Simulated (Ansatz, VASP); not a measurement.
## MgB in VASP and in Ansatz

```
Mg B
1.0
     3.41580    0.00000    0.00000
    -1.70790    2.95817    0.00000
     0.00000    0.00000    5.47028
Mg B
2 2
Direct
  0.33333 0.66667 0.00000
  0.66667 0.33333 0.50000
  0.33333 0.66667 0.38210
  0.66667 0.33333 0.88210
```

Alike in both runs: task relaxation of cell and atoms; functional PBE; k mesh 6 × 6 × 4; occupations gaussian, width 0.1 eV; no spin polarisation.

```csv
,VASP,Ansatz
version,VASP 6.6.1,Ansatz 0.2.0
potentials or method,"VASP PAW PBE potentials, release 64 (Mg, B), cutoff 600 eV","scalar-relativistic, plane waves, PAW"
valence electrons in the cell,10,26
```

|  | VASP | Ansatz | Ansatz less VASP |
| --- | --- | --- | --- |
| gap on the k mesh at the Fermi level, each at its own relaxed structure (eV) | none | none | - |
| relaxed volume (Å³/atom) | 17.62 | 17.54 | -0.083 |
| relaxed cell length with the largest relative difference (Å) | 4.192 | 4.182 | -0.0098 |

A gap of «none» marks a metal or a gap that the smearing closes. VASP's potentials hold 10 valence electrons a cell and Ansatz's 26, so a difference there can come from the potentials and not from the codes.

Noted on VASP's run: the volume moved by over 15 % at a fixed basis, so the end points are rough.
